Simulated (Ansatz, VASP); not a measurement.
# Yb2Al3As2: VASP beside Ansatz

File POSCAR:

```
Yb2Al3As2
1.0
    0.0000000000      4.1453580000      0.0000000000
    5.2029620000     -2.0726790000      0.0000000000
    1.2548690000      0.0000000000     -6.6616130000
Al Yb As
3 2 2
Direct
    0.3052000000      0.6104000000      0.8659000000
    0.6948000000      0.3896000000      0.1341000000
    0.0000000000      0.0000000000      0.0000000000
    0.6193700000      0.2387400000      0.6774200000
    0.3806300000      0.7612600000      0.3225800000
    0.0936000000      0.1872000000      0.3617000000
    0.9064000000      0.8128000000      0.6383000000
```

INCAR.step1

```
  ALGO = Normal
  EDIFF = 1E-4
  ENCUT = 520
  GGA = PE
  ISMEAR = -5
  LASPH = T
  LCHARG = F
  LREAL = F
  LWAVE = T
  NBANDS = 42
  NELM = 100
  PREC = Accurate
  SIGMA = 0.1
```

File INCAR.step2:

```
  ALGO = Normal
  EDIFF = 1E-6
  ENCUT = 520
  ISIF = 2
  ISMEAR = -5
  ISTART = 1
  LASPH = T
  LCHARG = F
  LMIXTAU = T
  LREAL = F
  LWAVE = F
  METAGGA = R2SCAN
  NBANDS = 42
  NELM = 100
  PREC = Accurate
  SIGMA = 0.1
```

Contents of KPOINTS:

```
k-points
0
Gamma
  5 5 3
```

Input for Ansatz:

```yaml
crystal:
  lattice:
    - [0.0, 4.145358, 0.0]
    - [5.202962, -2.072679, 0.0]
    - [1.254869, 0.0, -6.661613]
  atoms:
    - { symbol: Al, position: [0.3052, 0.6104, 0.8659] }
    - { symbol: Al, position: [0.6948, 0.3896, 0.1341] }
    - { symbol: Yb, position: [0.61937, 0.23874, 0.67742] }
    - { symbol: Yb, position: [0.38063, 0.76126, 0.32258] }
    - { symbol: As, position: [0.0936, 0.1872, 0.3617] }
    - { symbol: As, position: [0.9064, 0.8128, 0.6383] }
    - { symbol: Al, position: [0.0, 0.0, 0.0] }
  symmetry: { tolerance: 0.0003 }
kpoints:
  mp_grid: { grid: [5, 5, 3], shift: [0, 0, 0] }
magnetization:
  spin_polarized: false
scf:
  occupations: { method: tetrahedron }
hamiltonian:
  pseudopotentials: { kind: paw }
  xc: r2scan
basis:
  ecutwfc: 500
output:
  forces: true
  stress: true
  eigenvalues: true
```

Alike in both runs: task single point; functional r2SCAN; k mesh 5 × 5 × 3; occupations tetrahedron; no spin polarisation.

|  | VASP | Ansatz |
| --- | --- | --- |
| version | VASP 6.6.1 | Ansatz 0.2.0 |
| potentials or method | VASP PAW PBE potentials, release 64 (Al, Yb, As), cutoff 520 eV | PAW plane waves |
| valence electrons in the cell | 67 | 87 |

```tsv
	VASP	Ansatz	Ansatz less VASP
gap on the k mesh at the Fermi level (eV)	none	none	-
pressure (GPa)	-2.6	-2.4	+0.18
rms of the force components (eV/Å)	0.468	0.456	-0.0119
```

VASP's potentials were made for PBE, not for r2SCAN. A gap of «none» marks a metal or a gap that the smearing closes. VASP's potentials hold 67 valence electrons a cell and Ansatz's 87, so a difference there can come from the potentials and not from the codes. Ansatz's warnings: band table not solved further, tetrahedron derivatives may miss energy slope.

Spin-orbit coupling is off throughout.
